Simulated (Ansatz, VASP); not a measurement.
**Sb in VASP and in Ansatz**

```
CELL_PARAMETERS angstrom
3.32251 0.00000 0.00000
-1.66126 2.87738 0.00000
0.00000 0.00000 5.46774
ATOMIC_POSITIONS crystal
Sb 0.20809 0.58831 0.23362
Sb 0.79191 0.41169 0.76638
```

Change from the starting cell: atom 1 moved 0.75 Å; relaxed back.

Alike in both runs: task relaxation of cell and atoms; functional PBEsol; k mesh 12 × 12 × 6; occupations gaussian, width 0.15 eV; no spin polarisation.

|  | VASP | Ansatz |
| --- | --- | --- |
| version | VASP 6.6.1 | Ansatz 0.2.0 |
| potentials or method | VASP PAW PBE potentials, release 64 (Sb), cutoff 600 eV | scalar-relativistic, plane waves, PAW |
| valence electrons in the cell | 10 | 30 |

```csv
,VASP,Ansatz,Ansatz less VASP
"gap on the k mesh at the Fermi level, each at its own relaxed structure (eV)",none,none,-
relaxed volume (Å³/atom),28.76,27.81,-0.949
relaxed cell length with the largest relative difference (Å),4.332,3.246,-1.0868
```

VASP's potentials were made for PBE, not for PBEsol. A gap of «none» marks a metal or a gap that the smearing closes. One of these differences is far larger than is usual between the two programs; its cause wasn't traced. VASP's potentials hold 10 valence electrons a cell and Ansatz's 30, so a difference there can come from the potentials and not from the codes.

Neither program's run includes spin-orbit coupling.
